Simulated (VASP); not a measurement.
Here is a VASP 6.6.1 calculation.

The input POSCAR:

```
GaAs
1.0
    0.0000000000      2.8612570829      2.8612570829
    2.8612570829      0.0000000000      2.8612570829
    2.8612570829      2.8612570829      0.0000000000
Ga As
1 1
Direct
    0.0000000000      0.0000000000      0.0000000000
    0.2500000000      0.2500000000      0.2500000000
```

INCAR.step1

```
SYSTEM = GaAs
ALGO = Normal
EDIFF = 1E-4
ENCUT = 520
GGA = PE
ISMEAR = 0
LASPH = .True.
LCHARG = .False.
LREAL = .False.
LWAVE = .True.
NBANDS = 16
NELM = 60
PREC = Accurate
SIGMA = 0.02
```

File INCAR.step2:

```
SYSTEM = GaAs
ALGO = Normal
EDIFF = 1E-6
ENCUT = 520
ISIF = 2
ISMEAR = 0
ISTART = 1
LASPH = .True.
LCHARG = .False.
LMIXTAU = .True.
LREAL = .False.
LWAVE = .False.
METAGGA = R2SCAN
NBANDS = 16
NELM = 60
PREC = Accurate
SIGMA = 0.02
```

KPOINTS

```
k-points
0
Gamma
  8 8 8
  0 0 0
```

Potentials or basis: VASP PAW PBE potentials, release 64 (Ga_d, As).

Command:

```bash
$ cat potpaw_PBE.64/Ga_d/POTCAR potpaw_PBE.64/As/POTCAR > POTCAR
$ cp INCAR.step1 INCAR
$ mpirun -np 1 vasp_std > vasp.out
$ cp INCAR.step2 INCAR
$ mpirun -np 1 vasp_std > vasp.out
```

**Question.** Estimate the band gap on the k mesh.

**Answer.** 0.71 eV, direct.

**Question.** Predict the pressure.

**Answer.** -1.9 GPa.

Caveat: the PAW data sets were made with another functional, which shifts forces and pressure a little.
